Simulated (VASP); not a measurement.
A run of VASP 6.6.1 is set up as follows.

The input INCAR:

```
PREC     = Accurate       # precision mode
ENCUT    = 520            # plane-wave cutoff, eV
EDIFF    = 1E-6           # SCF threshold, eV
ISMEAR   = 0              # smearing method
SIGMA    = 0.01           # smearing width, eV
LREAL    = False          # projectors in reciprocal space
LASPH    = True           # aspherical terms in the spheres
NELM     = 100            # most SCF steps
ALGO     = Normal         # electronic algorithm
ISIF     = 2              # what is computed and relaxed
LWAVE    = False          # write WAVECAR
LCHARG   = False          # write CHGCAR
GGA      = PE             # functional
NBANDS   = 34             # bands
```

Contents of KPOINTS:

```
regular mesh
0
Gamma
  8 8 8
```

File POSCAR:

```
FeSi
1.0
    4.4480050182      0.0000000000      0.0000000000
    0.0000000000      4.4480050182      0.0000000000
    0.0000000000      0.0000000000      4.4480050182
Fe Si
4 4
Direct
    0.1359995434      0.1359995434      0.1359995434
    0.3640004566      0.8640004566      0.6359995434
    0.6359995434      0.3640004566      0.8640004566
    0.8640004566      0.6359995434      0.3640004566
    0.8407167122      0.8407167122      0.8407167122
    0.6592832878      0.1592832878      0.3407167122
    0.3407167122      0.6592832878      0.1592832878
    0.1592832878      0.3407167122      0.6592832878
```

Potentials or basis: VASP PAW PBE potentials, release 64 (Fe, Si).

Launch:

```sh
$ cat potpaw_PBE.64/Fe/POTCAR potpaw_PBE.64/Si/POTCAR > POTCAR
$ mpirun -np 1 vasp_std > vasp.out
```

**Question.** Predict the band gap on the k mesh.

**Answer.** 0.16 eV (least direct gap 0.17 eV).

**Question.** What does it give for the pressure?

**Answer.** 0.2 GPa.

Forces in eV/Å, atoms in the order of the input:
```
Fe   0.020  0.020  0.020
Fe  -0.020 -0.020  0.020
Fe   0.020 -0.020 -0.020
Fe  -0.020  0.020 -0.020
Si   0.001  0.001  0.001
Si  -0.001 -0.001  0.001
Si   0.001 -0.001 -0.001
Si  -0.001  0.001 -0.001
```

A k mesh can miss the band edges. Spin polarisation is off, so any magnetic state and its effect on volume and gap are missing.
